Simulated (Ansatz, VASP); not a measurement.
# V: VASP beside Ansatz

The input INCAR:

```
SYSTEM = V
ALGO     = Normal         ! electronic algorithm
EDIFF    = 1E-7           ! SCF threshold, eV
ENCUT    = 520            ! plane-wave cutoff, eV
GGA      = RP             ! functional
ISIF     = 2              ! what is computed and relaxed
ISMEAR   = -1             ! smearing method
LASPH    = .True.         ! aspherical terms in the spheres
LCHARG   = .False.        ! write CHGCAR
LREAL    = .False.        ! projectors in reciprocal space
LWAVE    = .False.        ! write WAVECAR
NBANDS   = 12             ! bands
NELM     = 100            ! most SCF steps
PREC     = Accurate       ! precision mode
SIGMA    = 0.1            ! smearing width, eV
```

The input KPOINTS:

```
k-points
0
Gamma
  24 24 24
  0 0 0
```

The input POSCAR:

```
V
1.0
   -1.4698046639      1.4698046639      1.4698046639
    1.4698046639     -1.4698046639      1.4698046639
    1.4698046639      1.4698046639     -1.4698046639
V
1
Direct
    0.0000000000      0.0000000000      0.0000000000
```

Input for Ansatz:

```yaml
crystal:
  lattice:
    - [-1.4698046637, 1.4698046637, 1.4698046637]
    - [1.4698046637, -1.4698046637, 1.4698046637]
    - [1.4698046637, 1.4698046637, -1.4698046637]
  atoms:
    - { symbol: V, position: [0.0, 0.0, 0.0] }
hamiltonian:
  xc: rpbe
  pseudopotentials:
    kind: paw
    azcp:
      V: "pseudopotentials/V.paw.azcp"
basis:
  ecutwfc: 420
  fft_grid_basis: typed
kpoints:
  mp_grid: { grid: [24, 24, 24], shift: [0, 0, 0] }
magnetization:
  spin_polarized: false
scf:
  occupations: { method: fermi_dirac, width: 0.1 }
output:
  stress: true
```

Alike in both runs: task single point; functional RPBE; k mesh 24 × 24 × 24; occupations fermi-dirac, width 0.1 eV; no spin polarisation.

|  | VASP | Ansatz |
| --- | --- | --- |
| version | VASP 6.6.1 | Ansatz 0.2.0 |
| potentials or method | VASP PAW PBE potentials, release 64 (V_sv), cutoff 520 eV | plane waves (420 eV) with PAW, scalar-relativistic |
| valence electrons in the cell | 13 | 13 |

|  | VASP | Ansatz | Ansatz less VASP |
| --- | --- | --- | --- |
| pressure (GPa) | 17.1 | 16.8 | -0.34 |

VASP's potentials were made for PBE, not for RPBE. With one functional, cell and mesh, what is left measures potentials, basis and numerics.
